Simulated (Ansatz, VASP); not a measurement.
# One calculation of TiSi2, two programs

```
Ti Si
1.0
     0.00000    4.10423    4.24725
     2.37852    0.00000    4.24725
     2.37852    4.10423    0.00000
Ti Si
2 4
Cartesian
  3.5678 6.1563 6.3709
  2.3785 4.1042 4.2472
  1.1893 0.6813 2.1236
  1.1893 3.4229 2.1236
  2.3785 1.3708 4.2472
  2.3785 6.8376 4.2472
```

Change from the starting cell: volume scaled by 0.99, crystal datasets.

Alike in both runs: task electric field gradients; functional PBE; k mesh 8 × 8 × 8; occupations fermi-dirac, width 0.08 eV; no spin polarisation.

```csv
,VASP,Ansatz
version,VASP 6.6.1,Ansatz 0.2.0
potentials or method,"VASP PAW PBE potentials, release 64 (Ti_sv, Si), cutoff 520 eV","all-electron PAW with datasets made for the crystal, scalar-relativistic"
```

Ansatz gave:

```
pressure (GPa)                                                : 3.9
traceless stress, the component that is largest in VASP (GPa) : -0.62
rms of the force components (eV/Å)                            : 0.097
size of Vzz on the site where it differs most (V/Å²)          : 11.2
```

Problem. What did VASP give for the same quantities?

Solution. Pressure (GPa): 3.8; traceless stress, the component that is largest in VASP (GPa): -0.61; rms of the force components (eV/Å): 0.097; size of Vzz on the site where it differs most (V/Å²): 10.3.

Atom by atom the forces differ by 0.000 eV/Å (rms over components). Ansatz ran all-electron here, and VASP with PAW potentials.
